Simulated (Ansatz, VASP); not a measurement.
**HgTe: VASP beside Ansatz**

File INCAR:

```
SYSTEM = HgTe
PREC = Accurate
ENCUT = 520
EDIFF = 1E-6
ISMEAR = 0
SIGMA = 0.05
LREAL = .False.
LASPH = .True.
NELM = 150
ALGO = Normal
ISIF = 2
LWAVE = .False.
LCHARG = .True.
MAGMOM = 0 0 0 0 0 0
LORBIT = 11
LSORBIT = .True.
GGA_COMPAT = .False.
LORBMOM = .True.
GGA = PE
LVHAR = .True.
NBANDS = 30
```

KPOINTS

```
regular mesh
0
Gamma
  10 10 10
  0 0 0
```

Contents of POSCAR:

```
HgTe
1.0
    0.0000000000      3.3145473740      3.3145473740
    3.3145473740      0.0000000000      3.3145473740
    3.3145473740      3.3145473740      0.0000000000
Hg Te
1 1
Direct
    0.0000000000      0.0000000000      0.0000000000
    0.2500000000      0.2500000000      0.2500000000
```

Input for Ansatz:

```yaml
crystal:
  lattice:
    - [0.0, 3.314547374, 3.314547374]
    - [3.314547374, 0.0, 3.314547374]
    - [3.314547374, 3.314547374, 0.0]
  atoms:
    - { symbol: Hg, position: [0.0, 0.0, 0.0] }
    - { symbol: Te, position: [0.25, 0.25, 0.25] }
basis:
  ecutwfc: 420
  ecutrho_ratio: 4
kpoints:
  mp_grid: { grid: [10, 10, 10] }
hamiltonian:
  xc: pbe
scf:
  occupations: { method: gaussian, width: 0.05 }
output:
  forces: true
  stress: true
  eigenvalues: true
  populations: true
magnetization:
  noncollinear: true
  spin_orbit: true
```

Alike in both runs: task single point; functional PBE; k mesh 10 × 10 × 10; occupations gaussian, width 0.05 eV; non-collinear spin, spin-orbit coupling.

```csv
,VASP,Ansatz
version,VASP 6.6.1,Ansatz 0.2.0
potentials or method,"VASP PAW PBE potentials, release 64 (Hg, Te), cutoff 520 eV","plane waves, PAW"
valence electrons in the cell,18,36
```

|  | VASP | Ansatz | Ansatz less VASP |
| --- | --- | --- | --- |
| pressure (GPa) | 0.2 | 0.0 | -0.18 |

VASP's potentials hold 18 valence electrons a cell and Ansatz's 36, so a difference there can come from the potentials and not from the codes.
